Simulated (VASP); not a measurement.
# Tl2I (Fm-3m) in VASP: further runs, part 2 of 2

VASP 6.6.1.

## Step 4: Relaxation of cell and atoms, r2SCAN

Contents of POSCAR:

```
Tl2I
1.0
    0.0000000000      3.6662368766      3.6662368766
    3.6662368766      0.0000000000      3.6662368766
    3.6662368766      3.6662368766      0.0000000000
Tl I
2 1
Direct
    0.2500000000      0.2500000000      0.2500000000
    0.7500000000      0.7500000000      0.7500000000
    0.0000000000      0.0000000000      0.0000000000
```

Contents of INCAR.step1:

```
PREC = Accurate ; ENCUT = 600
ISMEAR = 0 ; SIGMA = 0.1
LREAL = F ; LASPH = T
NELM = 60 ; GGA = PE
ALGO = Normal ; EDIFF = 1E-4
LWAVE = T ; LCHARG = F
```

Contents of INCAR.step2:

```
PREC = Accurate ; ENCUT = 600
EDIFF = 1E-7 ; ISMEAR = 0
SIGMA = 0.1 ; LREAL = F
LASPH = T ; NELM = 60
ALGO = Normal ; ISIF = 3
LWAVE = F ; LCHARG = F
METAGGA = R2SCAN ; LMIXTAU = T
IBRION = 2 ; NSW = 90
EDIFFG = -0.04 ; ISTART = 1
```

Contents of KPOINTS:

```
Automatic mesh
0
Gamma
  4 4 4
```

Potentials or basis: VASP PAW PBE potentials, release 64 (Tl_d, I).

On the command line:

```sh
cat potpaw_PBE.64/Tl_d/POTCAR potpaw_PBE.64/I/POTCAR > POTCAR
cp INCAR.step1 INCAR
mpirun -np 1 vasp_std > vasp.out
cp INCAR.step2 INCAR
mpirun -np 1 vasp_std > vasp.out
```

OUTCAR:

```text
PREC = Accurate
   ENCUT = 600
   EDIFF = 1E-7
   ISMEAR = 0
   LREAL = F
   LASPH = T
   NELM = 60
   ISIF = 3
   METAGGA = R2SCAN
   IBRION = 2
   NSW = 90
   EDIFFG = -0.04
   ISTART = 1

 ion  position               nearest neighbor table
   1  0.250  0.250  0.250-   3 3.18   3 3.18   3 3.18   3 3.18   2 3.67   2 3.67   2 3.67   2 3.67
                             2 3.67   2 3.67
   2  0.750  0.750  0.750-   3 3.18   3 3.18   3 3.18   3 3.18   1 3.67   1 3.67   1 3.67   1 3.67
                             1 3.67   1 3.67
   3  0.000  0.000  0.000-   1 3.18   2 3.18   2 3.18   2 3.18   2 3.18   1 3.18   1 3.18   1 3.18

  LATTYP: Found a face centered cubic cell.
 ALAT       =     7.3324737532

  Lattice vectors:

 A1 = (   0.0000000000,   3.6662368766,   3.6662368766)
 A2 = (   3.6662368766,   0.0000000000,   3.6662368766)
 A3 = (   3.6662368766,   3.6662368766,   0.0000000000)

Analysis of symmetry for initial positions (statically):
[... 165 lines left out ...]
 cond. band min:       6.7437052919   @ k =   0.2500   0.0000   0.0000
 fundamental gap:      0.2570952334
 Fermi energy:         6.5367231228

 k-point     1 :       0.0000    0.0000    0.0000
  band No.  band energies     occupation
      1      -9.1121      2.00000
      2      -6.4064      2.00000
      3      -6.4064      2.00000
      4      -6.3846      2.00000
      5      -6.3846      2.00000
      6      -6.3846      2.00000
[... 283 lines left out ...]
--------------------------------------- Ionic step        4  -------------------------------------------

 number of electron      33.0000002 magnetization

 Free energy of the ion-electron system (eV)
  ---------------------------------------------------
  ext. energy  EPLUGINS =         0.00000000
  ---------------------------------------------------
  free energy    TOTEN  =      -131.26236870 eV

  energy without entropy =     -131.24993058  energy(sigma->0) =     -131.25614964

 E-fermi :   3.8414     XC(G=0):  -8.2158

 val. band max:        3.7499612249   @ k =   0.5000   0.2500   0.0000
 cond. band min:       3.8433460506   @ k =   0.0000   0.0000   0.0000
 fundamental gap:      0.0933848258
 Fermi energy:         3.8414035691

 k-point     1 :       0.0000    0.0000    0.0000
  band No.  band energies     occupation
      1     -10.6438      2.00000
      2      -9.0480      2.00000
      3      -9.0480      2.00000
      4      -9.0102      2.00000
      5      -9.0102      2.00000
      6      -9.0102      2.00000
[... 203 lines left out ...]
  FREE ENERGIE OF THE ION-ELECTRON SYSTEM (eV)
  ---------------------------------------------------
  free  energy   TOTEN  =      -131.2623686966 eV

  energy  without entropy=     -131.2499305757  energy(sigma->0) =     -131.25614964

 reached required accuracy - stopping structural energy minimisation
```

Run time: 16 min. Hardware: 1 thread of Intel Xeon 8259CL, shared host; peak memory 0.3 GiB.

Results:

| Property | Result |
| --- | --- |
| Free energy | -131.2624 eV |
| Relaxed volume | 45.56 Å³/atom |
| Relaxed cell | a = 5.782 Å, b = 5.782 Å, c = 5.782 Å, α = 60.00°, β = 60.00°, γ = 60.00° |
| Space group after relaxing (to 0.1 Å) | Fm-3m (No. 225) |
| Energy gained by relaxing | 298.0 meV/atom |
| Ionic steps | 4 |
| Pressure after relaxing | 0.0 GPa |
| Band gap on the k mesh | zero (an odd number of electrons rules out a gap without spin polarisation) |

The path:
```
step  energy change (eV)  largest force (eV/Å)  pressure (GPa)  volume (Å³)
   1              0.0000                0.0000           10.45        98.56
   2             -0.8881                0.0000            0.47       132.41
   3             -0.8920                0.0000           -0.25       139.12
   4             -0.8940                0.0000           -0.01       136.68
```

Final structure:
```
Tl I
1.0
     0.00000    4.08845    4.08845
     4.08845    0.00000    4.08845
     4.08845    4.08845    0.00000
Tl I
2 1
Direct
  0.25000 0.25000 0.25000
  0.75000 0.75000 0.75000
  0.00000 0.00000 0.00000
```

Levels at points of the mesh, in eV from the Fermi level:
```csv
k point,band 12,band 13,band 14,band 15,band 16,band 17,band 18,band 19,band 20
"(0.00, 0.00, 0.00)",-7.21,-5.49,-4.04,-4.04,-4.04,0.00,0.00,0.00,3.33
"(0.50, 0.00, 0.00)",-7.52,-6.62,-4.28,-4.28,-2.85,0.66,0.66,1.48,1.95
"(0.50, 0.50, 0.00)",-7.72,-6.33,-4.65,-4.65,-2.42,-1.06,1.70,1.70,3.42
```

Caveat: the k points lie up to 0.33 Å⁻¹ apart in the final cell, too coarse for converged energies and pressures of a metal; the volume moved by over 15 % at a fixed basis, so the end points are rough; the PAW data sets were made with another functional, which shifts forces and pressure a little; spin-orbit coupling is left out, which moves the levels of the heavy elements; an odd number of electrons without spin polarisation forces a metal; a magnetic or distorted state may lie lower.

## Step 5: Single point, r2SCAN

This run uses another cell than the first one, of 45.30 Å³/atom.

Contents of POSCAR:

```
Tl2I
1.0
    0.0000000000      4.0806916534      4.0806916534
    4.0806916534      0.0000000000      4.0806916534
    4.0806916534      4.0806916534      0.0000000000
Tl I
2 1
Direct
    0.2500000000      0.2500000000      0.2500000000
    0.7500000000      0.7500000000      0.7500000000
    0.0000000000      0.0000000000      0.0000000000
```

Contents of INCAR.step1:

```
SYSTEM = Tl2I
PREC = Accurate
ENCUT = 520
ISMEAR = 0
SIGMA = 0.1
LREAL = .FALSE.
LASPH = .TRUE.
NELM = 80
NBANDS = 24
GGA = PE
ALGO = Normal
EDIFF = 1E-4
LWAVE = .TRUE.
LCHARG = .FALSE.
```

Contents of INCAR.step2:

```
SYSTEM = Tl2I
PREC = Accurate
ENCUT = 520
EDIFF = 1E-7
ISMEAR = 0
SIGMA = 0.1
LREAL = .FALSE.
LASPH = .TRUE.
NELM = 80
ALGO = Normal
ISIF = 2
LWAVE = .FALSE.
LCHARG = .FALSE.
METAGGA = R2SCAN
LMIXTAU = .TRUE.
NBANDS = 24
ISTART = 1
```

Contents of KPOINTS:

```
regular mesh
0
G
  10 10 10
  0 0 0
```

On the command line:

```sh
cat potpaw_PBE.64/Tl_d/POTCAR potpaw_PBE.64/I/POTCAR > POTCAR
cp INCAR.step1 INCAR
mpirun -np 1 vasp_std > vasp.out
cp INCAR.step2 INCAR
mpirun -np 1 vasp_std > vasp.out
```

Wall time 31 min (1 thread of Intel Xeon 8259CL, shared host); peak memory 0.44 GiB.

It converged, with:

* Free energy: -131.2691 eV
* Pressure: 0.0 GPa
* Band gap on the k mesh: zero (an odd number of electrons rules out a gap without spin polarisation)

Levels at points of the mesh, in eV from the Fermi level:
```tsv
k point	band 13	band 14	band 15	band 16	band 17	band 18	band 19	band 20
(0.00, 0.00, 0.00)	-5.69	-4.26	-4.26	-4.26	-0.22	-0.22	-0.22	3.13
(0.50, 0.00, 0.00)	-6.84	-4.50	-4.50	-3.05	0.44	0.44	1.27	1.75
(0.50, 0.50, 0.00)	-6.54	-4.89	-4.89	-2.62	-1.28	1.50	1.50	3.23
```

Caveat: the PAW data sets were made with another functional, which shifts forces and pressure a little; spin-orbit coupling is left out, which moves the levels of the heavy elements; an odd number of electrons without spin polarisation forces a metal; a magnetic or distorted state may lie lower.

## Step 6: Summary

| task | cell | k mesh | cutoff (eV) | gap on the mesh (eV) | pressure (GPa) |
| --- | --- | --- | --- | --- | --- |
| single point | a = 5.185 Å, angles 60.0°, 3 atoms | 4 × 4 × 4 | 520 | none | 10.4 |
| single point | a = 5.754 Å, angles 60.0°, 3 atoms | 4 × 4 × 4 | 520 | none | 0.2 |
| relaxation of cell and atoms | relaxed from a = 5.185 Å, angles 60.0°, 3 atoms | 4 × 4 × 4 | 600 | none | 0.0 |
| single point | a = 5.771 Å, angles 60.0°, 3 atoms | 10 × 10 × 10 | 520 | none | 0.0 |

Alike in all rows: level r2SCAN; potentials or basis VASP PAW PBE potentials, release 64 (Tl_d, I); no spin polarisation; smearing gaussian 0.1 eV.

Caveats: some runs use coarse meshes; the PAW data sets were made with another functional, which shifts forces and pressure a little; spin-orbit coupling is left out, which moves the levels of the heavy elements; an odd number of electrons without spin polarisation forces a metal; a magnetic or distorted state may lie lower; the volume moved by over 15 % at a fixed basis, so the end points are rough (at least some runs).

Absolute energies hang on the potentials; compare differences alone.

The gap in the log of VASP goes by the Fermi energy; the results here count the filled bands.